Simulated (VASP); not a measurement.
# GaAs (F-43m) in VASP: notebook, part 2 of 2

VASP 6.6.1. The steps go on from the part before.

**4. Vibrations by perturbation theory, PBEsol**

Input file INCAR:

```
SYSTEM = GaAs
PREC = Accurate
ENCUT = 520
EDIFF = 1E-8
ISMEAR = 0
SIGMA = 0.01
LREAL = .FALSE.
LASPH = .TRUE.
NELM = 80
ALGO = Normal
ISIF = 2
LWAVE = .FALSE.
LCHARG = .FALSE.
GGA = PS
NBANDS = 16
IBRION = 8
NSW = 1
LEPSILON = .TRUE.
```

Input file KPOINTS:

```
Automatic mesh
0
G
  10 10 10
  0 0 0
```

Input file POSCAR:

```
GaAs
1.0
    0.0000000000      2.8295099419      2.8295099419
    2.8295099419      0.0000000000      2.8295099419
    2.8295099419      2.8295099419      0.0000000000
Ga As
1 1
Direct
    0.0000000000      0.0000000000      0.0000000000
    0.7500000000      0.7500000000      0.7500000000
```

Potentials or basis: VASP PAW PBE potentials, release 64 (Ga_d, As).

Run with:

```bash
cat potpaw_PBE.64/Ga_d/POTCAR potpaw_PBE.64/As/POTCAR > POTCAR
mpirun -np 1 vasp_std > vasp.out
```

OUTCAR:

```text
SYSTEM = GaAs
   PREC = Accurate
   ENCUT = 520
   EDIFF = 1E-8
   ISMEAR = 0
   LREAL = .FALSE.
   LASPH = .TRUE.
   NELM = 80
   ISIF = 2
   GGA = PS
   IBRION = 8
   NSW = 1
   LEPSILON = .TRUE.

 ion  position               nearest neighbor table
   1  0.000  0.000  0.000-   2 2.45   2 2.45   2 2.45   2 2.45
   2  0.750  0.750  0.750-   1 2.45   1 2.45   1 2.45   1 2.45

  LATTYP: Found a face centered cubic cell.
 ALAT       =     5.6590198838

  Lattice vectors:

 A1 = (   0.0000000000,   2.8295099419,   2.8295099419)
 A2 = (   2.8295099419,   0.0000000000,   2.8295099419)
 A3 = (   2.8295099419,   2.8295099419,   0.0000000000)

Analysis of symmetry for initial positions (statically):
=====================================================================
 Subroutine PRICEL returns:
 Original cell was already a primitive cell.

 Routine SETGRP: Setting up the symmetry group for a
 face centered cubic supercell.

 Subroutine GETGRP returns: Found 24 space group operations
 (whereof 24 operations were pure point group operations)
 out of a pool of 48 trial point group operations.

The static configuration has the point symmetry T_d .

Analysis of symmetry for dynamics (positions and initial velocities):
=====================================================================
 Subroutine PRICEL returns:
 Original cell was already a primitive cell.

 Routine SETGRP: Setting up the symmetry group for a
 face centered cubic supercell.

 Subroutine GETGRP returns: Found 24 space group operations
 (whereof 24 operations were pure point group operations)
 out of a pool of 48 trial point group operations.

The dynamic configuration has the point symmetry T_d .

 Subroutine INISYM returns: Found 24 space group operations
 (whereof 24 operations are pure point group operations),
 and found     1 'primitive' translations

----------------------------------------------------------------------------------------

                                     Primitive cell

  volume of cell :      45.3068

  direct lattice vectors                    reciprocal lattice vectors
     0.000000000  2.829509942  2.829509942    -0.176709045  0.176709045  0.176709045
     2.829509942  0.000000000  2.829509942     0.176709045 -0.176709045  0.176709045
     2.829509942  2.829509942  0.000000000     0.176709045  0.176709045 -0.176709045

  length of vectors
     4.001531335  4.001531335  4.001531335     0.306069044  0.306069044  0.306069044

  position of ions in fractional coordinates (direct lattice)
     0.000000000  0.000000000  0.000000000
     0.750000000  0.750000000  0.750000000

[... 645 lines left out ...]
 -----------------------------------------------------------------------------
    -0.00031  0.93055  0.00000
     0.93055 -0.00031  0.00000
     0.00000  0.00000 -0.00020

--------------------------------------- Ionic step        4  -------------------------------------------

------------------------ aborting loop because EDIFF is reached ----------------------------------------

[... ionic steps 5 to 6 ...]

--------------------------------------- Ionic step        7  -------------------------------------------

 Free energy of the ion-electron system (eV)
  ---------------------------------------------------
  ---------------------------------------------------
  free energy    TOTEN  =        -0.04366375 eV

  energy without entropy =       -0.04366375

------------------------ aborting loop because EDIFF is reached ----------------------------------------

 INTERNAL STRAIN TENSOR  FOR ION    2  DIRECTION 1   (eV/Angst):
 -----------------------------------------------------------------------------
    -0.00510  0.00000  0.00000
     0.00000  0.00412  6.96805
     0.00000  6.96805  0.00412

 MACROSCOPIC STATIC DIELECTRIC TENSOR (including local field effects in DFT)
 ------------------------------------------------------
          26.725054     0.000000    -0.000000
           0.000000    26.725054    -0.000000
          -0.000000     0.000000    26.725054
 ------------------------------------------------------

 PIEZOELECTRIC TENSOR (including local field effects)  for field in x, y, z        (e  Angst)
          XX          YY          ZZ          XY          YZ          ZX
  --------------------------------------------------------------------------------
  x     0.00000     0.00000     0.00000     0.00000     2.63832     0.00000
  y    -0.00000     0.00000     0.00000     0.00000    -0.00000     2.63832
  z     0.00000     0.00000     0.00000     2.63832     0.00000     0.00000

 PIEZOELECTRIC TENSOR (including local field effects)  for field in x, y, z        (C/m^2)
          XX          YY          ZZ          XY          YZ          ZX
  --------------------------------------------------------------------------------
  x     0.00000     0.00000     0.00000     0.00000     0.93298     0.00000
  y    -0.00000     0.00000     0.00000     0.00000    -0.00000     0.93298
  z     0.00000     0.00000     0.00000     0.93298     0.00000     0.00000

 BORN EFFECTIVE CHARGES (including local field effects) (in |e|, cummulative output)
 ---------------------------------------------------------------------------------
 ion    1
    1     2.19737     0.00000     0.00000
    2     0.00000     2.19737     0.00000
    3     0.00000     0.00000     2.19737
 ion    2
    1    -2.19737     0.00000     0.00000
    2     0.00000    -2.19737     0.00000
    3     0.00000    -0.00000    -2.19737

 INTERNAL STRAIN TENSOR FOR ION    2 for displacements in x,y,z  (eV/Angst):
          X           Y           Z          XY          YZ          ZX
  --------------------------------------------------------------------------------
  x    -0.00000     0.00000     0.00000     0.00000     6.96805     0.00000
  y     0.00000     0.00000     0.00000     0.00000     0.00000     6.96805
  z     0.00000     0.00000     0.00000     6.96805     0.00000     0.00000

 SECOND DERIVATIVES (NOT SYMMETRIZED)
 ------------------------------------
               1X          1Y          1Z          2X          2Y          2Z
  1X    -9.155188    0.000000    0.000000    9.155188    0.000000    0.000000
  1Y     0.000000   -9.155188    0.000000    0.000000    9.155188    0.000000
  1Z     0.000000    0.000000   -9.155188    0.000000    0.000000    9.155188
  2X     9.213653    0.000000    0.000000   -9.213653    0.000000    0.000000
  2Y     0.000000    9.213653    0.000000    0.000000   -9.213653    0.000000
  2Z     0.000000    0.000000    9.213653    0.000000    0.000000   -9.213653

 Eigenvectors and eigenvalues of the dynamical matrix
 ----------------------------------------------------

   1 f  =    7.883359 THz    49.532607 2PiTHz  262.960557 cm-1    32.602939 meV
             X         Y         Z           dx          dy          dz
      0.000000  0.000000  0.000000     0.000000    0.718597    0.000000
      4.244265  4.244265  4.244265     0.000000   -0.695427    0.000000
[... 21 lines left out ...]
   6 f/i=    0.012539 THz     0.078786 2PiTHz    0.418260 cm-1     0.051858 meV
             X         Y         Z           dx          dy          dz
      0.000000  0.000000  0.000000     0.000000    0.000000   -0.695427
      4.244265  4.244265  4.244265     0.000000    0.000000   -0.718597

--------------------------------------------------------------------------------------------------------

 MACROSCOPIC STATIC DIELECTRIC TENSOR IONIC CONTRIBUTION
 ------------------------------------------------------
           2.099689     0.000000     0.000000
           0.000000     2.099689     0.000000
           0.000000     0.000000     2.099689
 ------------------------------------------------------

 ELASTIC MODULI CONTR FROM IONIC RELAXATION (kBar)
 Direction    XX          YY          ZZ          XY          YZ          ZX
 --------------------------------------------------------------------------------
 XX          -0.0000     -0.0000     -0.0000      0.0000      0.0000      0.0000
 YY          -0.0000     -0.0000     -0.0000      0.0000      0.0000     -0.0000
 ZZ          -0.0000     -0.0000     -0.0000      0.0000      0.0000      0.0000
 XY           0.0000      0.0000      0.0000   -185.0549      0.0000      0.0000
 YZ           0.0000      0.0000      0.0000      0.0000   -185.0549      0.0000
 ZX           0.0000     -0.0000      0.0000      0.0000      0.0000   -185.0549
 --------------------------------------------------------------------------------

 PIEZOELECTRIC TENSOR IONIC CONTR  for field in x, y, z        (C/m^2)
          XX          YY          ZZ          XY          YZ          ZX
  --------------------------------------------------------------------------------
  x     0.00000     0.00000     0.00000     0.00000    -0.58654     0.00000
  y     0.00000    -0.00000     0.00000     0.00000     0.00000    -0.58654
  z     0.00000     0.00000     0.00000    -0.58654     0.00000    -0.00000
```

OSZICAR:

```text
N       E                     dE             d eps       ncg     rms          rms(c)
DAV:   1     0.824113636873E+02    0.82411E+02   -0.89722E+03  1552   0.154E+03
DAV:   2    -0.287008070229E+01   -0.85281E+02   -0.80569E+02  1744   0.309E+02
DAV:   3    -0.919727384965E+01   -0.63272E+01   -0.63076E+01  1824   0.657E+01
DAV:   4    -0.928868360762E+01   -0.91410E-01   -0.91401E-01  1856   0.875E+00
[... 188 lines left out ...]
RMM:   7    -0.436644976430E-01    0.82188E-06    0.51217E-08 11270   0.163E-03    0.224E-04
RMM:   8    -0.436638998276E-01    0.59782E-06   -0.13928E-08 10904   0.651E-04    0.413E-05
RMM:   9    -0.436638383838E-01    0.61444E-07   -0.36038E-08 11135   0.231E-04    0.981E-06
RMM:  10    -0.436637559803E-01    0.82403E-07   -0.29320E-09 11195   0.908E-05    0.440E-06
RMM:  11    -0.436637505918E-01    0.53885E-08    0.58140E-10 11084   0.349E-05    0.147E-06
 Linear response finished
```

stdout:

```text
POSCAR found type information on POSCAR GaAs
 POSCAR found :  2 types and       2 ions
 scaLAPACK will be used
 -----------------------------------------------------------------------------
|                                                                             |
|                                                                             |
|     You enforced a specific xc type in the INCAR file but a different       |
[... 39 lines left out ...]
 force on displaced ion       1 direction 1 :  -9.155   0.000   0.000
 Born effective charge ion    1 direction 1 :   2.112   0.000   0.000
 Linear response progress:
 first order change of Fermi-energy  -0.17167E-03
 force on displaced ion       2 direction 1 :  -9.214  -0.000  -0.000
 Born effective charge ion    2 direction 1 :  -2.272   0.000   0.000
 Born effective charges drift removed
 Linear response finished
```

Wall time 19 min (1 thread of Intel Xeon 6975P-C (Granite Rapids), shared host); peak memory 0.44 GiB.

Results:

```yaml
Electronic_dielectric_tensor_diagonal: 26.73
Born_charges_mean_of_the_diagonal: Ga +2.20; As -2.20 e
Highest_phonon_frequency_at_Γ_LO-TO_splitting_left_out: 263 cm⁻¹
```

Phonon frequencies in cm⁻¹ (negative: imaginary):
| q point | frequencies |
| --- | --- |
| (0.000, 0.000, 0.000) | 0 0 0 263 263 263 |

Electronic dielectric tensor:
```
26.73  0.00  0.00
 0.00 26.73  0.00
 0.00  0.00 26.73
```

Born effective charge tensors (e):
atom 1, Ga
```
2.20 0.00 0.00
0.00 2.20 0.00
0.00 0.00 2.20
```
atom 2, As
```
-2.20  0.00  0.00
 0.00 -2.20  0.00
 0.00  0.00 -2.20
```

**5. Comparison with measurements**

Step 2. Measured gap of GaAs: 1.412 eV (direct; 300 K; “Evidence of valence band perturbations in GaAsN/GaAs(001): A combined variable-angle spectroscopic ellipsometry and modulated photoreflectance investigation”, 2008, arxiv:0805.2212). This calculation gives 0.44 eV (-0.98 eV). 3 values of this kind are on record (1.412 to 1.51 eV); this one was drawn at random among those near their median, those with a stated uncertainty first. Spin-orbit coupling on As, Ga is left out. The value is that of PBEsol on a finite k mesh, which can miss the band edges, without temperature or zero-point motion. Semilocal functionals fall short of measured gaps as a rule.
